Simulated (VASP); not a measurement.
# WC (m.b) (P-6m2) in VASP: a series of runs

The runs below take WC (m.b) through single point, relaxation of cell and atoms, with PBE.

All numbers are computed with VASP 6.6.1; they aren't measurements. Logs are shortened: lines on timing, memory, paths and dates and some standing lists are left out, and cuts for length are marked.

### 1 The cell of the first run

The structure is hexagonal, space group P-6m2 (No. 187). Conventional cell: a = 2.922 Å, b = 2.922 Å, c = 2.847 Å, α = 90.00°, β = 90.00°, γ = 120.00°. Within 2.9 Å of W (site symmetry -6m2) lie 6 C at 2.21 Å and 2 W at 2.85 Å. C (site symmetry -6m2) has 6 W at 2.21 Å and 2 C at 2.85 Å within 2.9 Å.

### 2 Single point, PBE

The input, INCAR:

```
ALGO = Normal
EDIFF = 1E-7
ENCUT = 520
GGA = PE
ISIF = 2
ISMEAR = 0
LASPH = T
LCHARG = F
LREAL = F
LWAVE = F
NBANDS = 16
NELM = 100
PREC = Accurate
SIGMA = 0.1
```

The input, KPOINTS:

```
k-points
0
Gamma
  18 18 14
```

The input, POSCAR:

```
WC
1.0
    2.9218906138      0.0000000000      0.0000000000
   -1.4609453069      2.5304314986      0.0000000000
    0.0000000000      0.0000000000      2.8472552532
W C
1 1
Direct
    0.0000000000      0.0000000000      0.0000000000
    0.3333333333      0.6666666667      0.5000000000
```

Potentials or basis: VASP PAW PBE potentials, release 64 (W_sv, C).

Run with:

```sh
$ cat potpaw_PBE.64/W_sv/POTCAR potpaw_PBE.64/C/POTCAR > POTCAR
$ mpirun -np 1 vasp_std > vasp.out
```

OUTCAR:

```text
EDIFF = 1E-7
   ENCUT = 520
   GGA = PE
   ISIF = 2
   ISMEAR = 0
   LASPH = T
   LREAL = F
   NELM = 100
   PREC = Accurate

 ion  position               nearest neighbor table
   1  0.000  0.000  0.000-   2 2.21   2 2.21   2 2.21   2 2.21   2 2.21   2 2.21
   2  0.333  0.667  0.500-   1 2.21   1 2.21   1 2.21   1 2.21   1 2.21   1 2.21

  LATTYP: Found a hexagonal cell.
 ALAT       =     2.9218906138
 C/A-ratio  =     0.9744564837

  Lattice vectors:

 A1 = (   2.9218906138,   0.0000000000,   0.0000000000)
 A2 = (  -1.4609453069,   2.5304314986,   0.0000000000)
 A3 = (   0.0000000000,   0.0000000000,   2.8472552532)

Analysis of symmetry for initial positions (statically):
=====================================================================
 Subroutine PRICEL returns:
 Original cell was already a primitive cell.

 Routine SETGRP: Setting up the symmetry group for a
 hexagonal supercell.

 Subroutine GETGRP returns: Found 12 space group operations
 (whereof 12 operations were pure point group operations)
 out of a pool of 24 trial point group operations.

The static configuration has the point symmetry D_3h.

Analysis of symmetry for dynamics (positions and initial velocities):
=====================================================================
 Subroutine PRICEL returns:
 Original cell was already a primitive cell.

 Routine SETGRP: Setting up the symmetry group for a
 hexagonal supercell.

 Subroutine GETGRP returns: Found 12 space group operations
 (whereof 12 operations were pure point group operations)
 out of a pool of 24 trial point group operations.

The dynamic configuration has the point symmetry D_3h.

 Subroutine INISYM returns: Found 12 space group operations
 (whereof 12 operations are pure point group operations),
 and found     1 'primitive' translations

----------------------------------------------------------------------------------------

                                     Primitive cell

  volume of cell :      21.0516

  direct lattice vectors                    reciprocal lattice vectors
     2.921890614  0.000000000  0.000000000     0.342244160  0.197594758  0.000000000
    -1.460945307  2.530431499  0.000000000     0.000000000  0.395189516  0.000000000
     0.000000000  0.000000000  2.847255253     0.000000000  0.000000000  0.351215438

  length of vectors
     2.921890614  2.921890614  2.847255253     0.395189516  0.395189516  0.351215438

  position of ions in fractional coordinates (direct lattice)
     0.000000000  0.000000000  0.000000000
     0.333333333  0.666666667  0.500000000

  ion indices of the primitive-cell ions
   primitive index   ion index
                 1           1
                 2           2

----------------------------------------------------------------------------------------

 KPOINTS: k-points

Automatic generation of k-mesh.
 Grid dimensions read from file:
 generate k-points for:   18   18   14

 Generating k-lattice:

  Cartesian coordinates                     Fractional coordinates (reciprocal lattice)
     0.019013564  0.010977487  0.000000000     0.055555556 -0.000000000  0.000000000
     0.000000000  0.021954973  0.000000000     0.000000000  0.055555556  0.000000000
     0.000000000  0.000000000  0.025086817     0.000000000  0.000000000  0.071428571

  Length of vectors
     0.021954973  0.021954973  0.025086817

  Shift w.r.t. Gamma in fractional coordinates (k-lattice)
     0.000000000  0.000000000  0.000000000

 Subroutine IBZKPT returns following result:
 ===========================================

 Found    296 irreducible k-points:

 Following reciprocal coordinates:
            Coordinates               Weight
  0.000000  0.000000  0.000000      1.000000
  0.055556  0.000000  0.000000      6.000000
  0.111111  0.000000  0.000000      6.000000
  0.166667  0.000000  0.000000      6.000000
  0.222222 -0.000000  0.000000      6.000000
  0.277778  0.000000  0.000000      6.000000
[... 16 lines left out ...]
  0.333333  0.111111  0.000000     12.000000
  0.388889  0.111111  0.000000     12.000000
 [... further k-points ...]
   k-points           NKPTS =    296   k-points in BZ     NKDIM =    296   number of bands    NBANDS=     16
   number of dos      NEDOS =    301   number of ions     NIONS =      2
   total plane-waves  NPLWV =  13824
   dimension x,y,z NGX =    24 NGY =   24 NGZ =   24
   dimension x,y,z NGXF=    48 NGYF=   48 NGZF=   48
   ions per type =               1   1
   NGX,Y,Z   is equivalent  to a cutoff of  13.66, 13.66, 14.01 a.u.
   NGXF,Y,Z  is equivalent  to a cutoff of  27.31, 27.31, 28.03 a.u.
 SYSTEM =  unknown system
   PREC   = accura    normal or accurate (medium, high low for compatibility)
   ISTART =      0    job   : 0-new  1-cont  2-samecut
   ICHARG =      2    charge: 1-file 2-atom 10-const
   ISPIN  =      1    spin polarized calculation?
   LNONCOLLINEAR =      F non collinear calculations
   LSORBIT =      F    spin-orbit coupling
   LASPH  =      T    aspherical Exc in radial PAW
   ENCUT  =  520.0 eV  38.22 Ry    6.18 a.u.   5.43  5.43  5.29*2*pi/ulx,y,z
   NELM   =    100;   NELMIN=  2; NELMDL= -5     # of ELM steps
   EDIFF  = 0.1E-06   stopping-criterion for ELM
   LREAL  =      F    real-space projection
   EDIFFG = 0.1E-05   stopping-criterion for IOM
   NSW    =      0    number of steps for IOM
   IBRION =     -1    ionic relax: 0-MD 1-quasi-New 2-CG
   NFREE  =      0    steps in history (QN), initial steepest desc. (CG)
   ISIF   =      2    stress and relaxation
   ISYM   =      2    0-nonsym 1-usesym 2-fastsym
   POTIM  = 0.5000    time-step for ionic-motion
   TEBEG  =    0.0;   TEEND  =   0.0 temperature during run
   PSTRESS=    0.0 pullay stress
   NELECT =      18.0000    total number of electrons
   NUPDOWN=      -1.0000    fix difference up-down
   EMIN   =  10.00;   EMAX   =-10.00  energy-range for DOS
   EFERMI =   0.00;   METHOD = LEGACY
   ISMEAR =     0;   SIGMA  =   0.10  broadening in eV -4-tet -1-fermi 0-gaus
   EFERMI_NEDOS =   21; number of points for ismear=-14 and -15
   IALGO  =     38    algorithm
   IMIX   =      4    mixing-type and parameters
     AMIX     =   0.40;   BMIX     =  1.00
     AMIX_MAG =   1.60;   BMIX_MAG =  1.00
  volume/ion in A,a.u.               =      10.53        71.03
  Fermi-wavevector in a.u.,A,eV,Ry     =   1.553832  2.936316 32.849817  2.414393
  Thomas-Fermi vector in A             =   2.658006
   LORBIT       =      0    0 simple, 1 ext, 2 COOP (PROOUT), +10 PAW based schemes
   GGA     = PE    functional components
   LHFCALC =     F    Hartree Fock is set to
   AEXX    =    0.0000 exact exchange contribution
   IVDW    =     0    specifies the selected vdW correction
   LEPSILON=     F    determine dielectric tensor
   LRPA    =     F    only Hartree local field effects (RPA)
 non-spin polarized calculation
 Gauss-broadening in eV      SIGMA  =   0.10
  energy-cutoff  :      520.00
  volume of cell :       21.05
 maximum number of plane-waves:       587
 NGX is ok and might be reduce to    24
   NGX = 11   NGY = 11   NGZ = 11

 number of electron      18.0000000 magnetization

 Free energy of the ion-electron system (eV)
  ---------------------------------------------------
  ext. energy  EPLUGINS =         0.00000000
  ---------------------------------------------------
  free energy    TOTEN  =       -22.44992704 eV

  energy without entropy =      -22.44853403  energy(sigma->0) =      -22.44923054

 E-fermi :  10.8630     XC(G=0): -13.7200

 val. band max:       10.8540777374   @ k =   0.4444  -0.0000   0.5000
 cond. band min:      10.8732847054   @ k =   0.4444   0.0556   0.4286
 fundamental gap:      0.0192069681
 Fermi energy:        10.8630205301

 k-point     1 :       0.0000    0.0000    0.0000
  band No.  band energies     occupation
      1     -63.1593      2.00000
      2     -27.1358      2.00000
      3     -27.0454      2.00000
      4     -27.0454      2.00000
      5      -3.4655      2.00000
      6       6.6456      2.00000
[... 8 lines left out ...]
     15      25.0888      0.00000
     16      27.4713      0.00000

 k-point     2 :       0.0556    0.0000    0.0000
  band No.  band energies     occupation
      1     -63.1577      2.00000
      2     -27.1327      2.00000
      3     -27.0698      2.00000
      4     -27.0509      2.00000
      5      -3.3856      2.00000
      6       6.6749      2.00000
[... 8 lines left out ...]
     15      24.9078      0.00000
     16      27.6405      0.00000

 k-point     3 :       0.1111    0.0000    0.0000
  band No.  band energies     occupation
      1     -63.1530      2.00000
      2     -27.1398      2.00000
      3     -27.1237      2.00000
      4     -27.0668      2.00000
      5      -3.1519      2.00000
      6       6.6408      2.00000
[... 8 lines left out ...]
     15      24.6069      0.00000
     16      28.1284      0.00000

 k-point     4 :       0.1667    0.0000    0.0000
  band No.  band energies     occupation
      1     -63.1458      2.00000
      2     -27.2455      2.00000
      3     -27.1099      2.00000
      4     -27.0911      2.00000
      5      -2.7825      2.00000
      6       6.2607      2.00000
[... 8 lines left out ...]
     15      24.4515      0.00000
     16      28.8810      0.00000
[... 324 lines left out ...]
 k-point    22 :       0.2778    0.1111    0.0000
  band No.  band energies     occupation
      1     -63.1164      2.00000
      2     -27.6257      2.00000
      3     -27.2274      2.00000
      4     -27.0530      2.00000
      5      -1.0208      2.00000
      6       4.6489      2.00000
[... 8 lines left out ...]
     15      25.8362      0.00000
     16      27.2786      0.00000

 k-point    23 :       0.3333    0.1111    0.0000
  band No.  band energies     occupation
      1     -63.1096      2.00000
      2     -27.7108      2.00000
      3     -27.2578      2.00000
      4     -27.0399      2.00000
      5      -0.5154      2.00000
      6       4.3048      2.00000
[... 8 lines left out ...]
     15      25.3231      0.00000
     16      27.5322      0.00000

 k-point    24 :       0.3889    0.1111    0.0000
  band No.  band energies     occupation
      1     -63.1052      2.00000
      2     -27.7658      2.00000
      3     -27.2776      2.00000
      4     -27.0313      2.00000
      5      -0.1463      2.00000
      6       4.0740      2.00000
[... 8 lines left out ...]
     15      24.4745      0.00000
     16      28.2039      0.00000

 [... further k-points ...]

------------------------ aborting loop because EDIFF is reached ----------------------------------------

  FORCE on cell =-STRESS in cart. coord.  units (eV):
  Direction    XX          YY          ZZ          XY          YZ          ZX
  --------------------------------------------------------------------------------------
  -------------------------------------------------------------------------------------
  Total        0.1201052      0.1201052      0.1563926      0.0000000     -0.0000000      0.0000000
  in kB        9.1408646      9.1408646     11.9025964      0.0000000     -0.0000000      0.0000000
  external PRESSURE =      10.0614419 kB  Pullay stress =       0.0000000 kB

 VOLUME and BASIS-vectors are now :
 -----------------------------------------------------------------------------
  energy-cutoff  :      520.00
  volume of cell :       21.05
      direct lattice vectors                 reciprocal lattice vectors
     2.921890614  0.000000000  0.000000000     0.342244160  0.197594758  0.000000000
    -1.460945307  2.530431499  0.000000000     0.000000000  0.395189516  0.000000000
     0.000000000  0.000000000  2.847255253     0.000000000  0.000000000  0.351215438

 POSITION                                       TOTAL-FORCE (eV/Angst)
 -----------------------------------------------------------------------------------
      0.00000      0.00000      0.00000         0.000000     -0.000000      0.000000
     -0.00000      1.68695      1.42363        -0.000000      0.000000      0.000000
 -----------------------------------------------------------------------------------
    total drift:                               -0.000000      0.000000     -0.000000

  FREE ENERGIE OF THE ION-ELECTRON SYSTEM (eV)
  ---------------------------------------------------
  free  energy   TOTEN  =       -22.4499270404 eV

  energy  without entropy=      -22.4485340310  energy(sigma->0) =      -22.44923054
```

Wall time 41 s (1 thread of Intel Xeon Platinum 8488C (Sapphire Rapids), shared host); peak memory 0.22 GiB.

Results:

| Property | Result |
| --- | --- |
| Free energy | -22.4499 eV |
| Pressure | 1.0 GPa |
| Band gap on the k mesh | zero (band 9 reaches 11.50 eV, above the bottom of band 10 at 10.31 eV) |

Stress tensor (GPa, compression positive):
```
0.91 0.00 0.00
0.00 0.91 0.00
0.00 0.00 1.19
```

Caveat: spin-orbit coupling is left out, which moves the levels of the heavy elements.

### 3 Relaxation of cell and atoms, PBE

The input, INCAR:

```
PREC = Accurate ; ENCUT = 600
EDIFF = 1E-6 ; ISMEAR = 0
SIGMA = 0.1 ; LREAL = False
LASPH = True ; NELM = 100
ALGO = Normal ; ISIF = 3
LWAVE = False ; LCHARG = False
GGA = PE ; IBRION = 2
NSW = 100 ; EDIFFG = -0.002
```

The input, KPOINTS:

```
regular mesh
0
Gamma
  18 18 14
```

The input, POSCAR:

```
WC
1.0
    2.9226611779      0.0000000000      0.0000000000
   -1.4613305890      2.5310988267      0.0000000000
    0.0000000000      0.0000000000      2.8463861539
W C
1 1
Direct
    0.0000000000      0.0000000000      0.0000000000
    0.3333333333      0.6666666667      0.5000000000
```

Potentials or basis: VASP PAW PBE potentials, release 64 (W_sv, C).

Run with:

```sh
$ cat potpaw_PBE.64/W_sv/POTCAR potpaw_PBE.64/C/POTCAR > POTCAR
$ mpirun -np 1 vasp_std > vasp.out
```

Run time: 2.2 min. Hardware: 1 thread of Intel Xeon Platinum 8488C (Sapphire Rapids), shared host; peak memory 0.23 GiB.

It converged, with:

```yaml
Free_energy: -22.4510 eV
Relaxed_volume: 10.55 Å³/atom
Relaxed_cell: a = 2.924 Å, b = 2.924 Å, c = 2.850 Å, α = 90.00°, β = 90.00°, γ = 120.00°
Space_group_after_relaxing_to_0.05_Å: P-6m2 (No. 187)
Energy_gained_by_relaxing: 0.1 meV/atom
Ionic_steps: 13
Pressure_after_relaxing: 0.0 GPa
Band_gap_on_the_k_mesh: zero (band 9 reaches 11.47 eV, above the bottom of band 10 at 10.28 eV)
```

The path:
| step | energy change (eV) | largest force (eV/Å) | pressure (GPa) | volume (Å³) |
| --- | --- | --- | --- | --- |
| 1 | 0.0000 | 0.0000 | 0.86 | 21.06 |
| 2 | 0.0009 | 0.0000 | -2.35 | 21.23 |
| 3 | -0.0001 | 0.0000 | -0.04 | 21.10 |
| 4 | -0.0001 | 0.0000 | -0.02 | 21.10 |
| 5 | -0.0001 | 0.0000 | 0.04 | 21.10 |
| 6 | -0.0001 | 0.0000 | 0.03 | 21.10 |
| 7 | -0.0001 | 0.0000 | 0.03 | 21.10 |
| 8 | -0.0001 | 0.0000 | 0.03 | 21.10 |
| 9 | -0.0001 | 0.0000 | 0.02 | 21.10 |
| 10 | -0.0001 | 0.0000 | 0.01 | 21.10 |
| 11 | -0.0001 | 0.0000 | 0.01 | 21.10 |
| 12 | -0.0001 | 0.0000 | 0.01 | 21.10 |
| 13 | -0.0001 | 0.0000 | 0.00 | 21.10 |

Final structure:
```xyz
2
Lattice="2.9241 0.0000 0.0000 -1.4620 2.5323 0.0000 0.0000 0.0000 2.8500" Properties=species:S:1:pos:R:3 pbc="T T T"
W     0.0000    0.0000    0.0000
C     0.0000    1.6882    1.4250
```

Levels at points of the mesh, in eV from the Fermi level:
| k point | band 6 | band 7 | band 8 | band 9 | band 10 | band 11 | band 12 | band 13 |
| --- | --- | --- | --- | --- | --- | --- | --- | --- |
| (0.00, 0.00, 0.00) | -4.20 | -3.26 | -3.26 | 0.11 | 3.17 | 3.17 | 5.55 | 5.55 |
| (0.50, 0.00, 0.00) | -6.94 | -3.52 | -3.48 | -0.45 | 2.31 | 4.43 | 4.77 | 6.78 |
| (0.00, 0.00, 0.50) | -8.53 | -1.97 | -1.97 | -0.55 | -0.55 | 3.63 | 4.49 | 4.49 |
| (0.50, 0.00, 0.50) | -6.34 | -4.22 | -4.13 | 0.27 | 4.33 | 5.20 | 6.50 | 9.02 |

Caveat: spin-orbit coupling is left out, which moves the levels of the heavy elements.
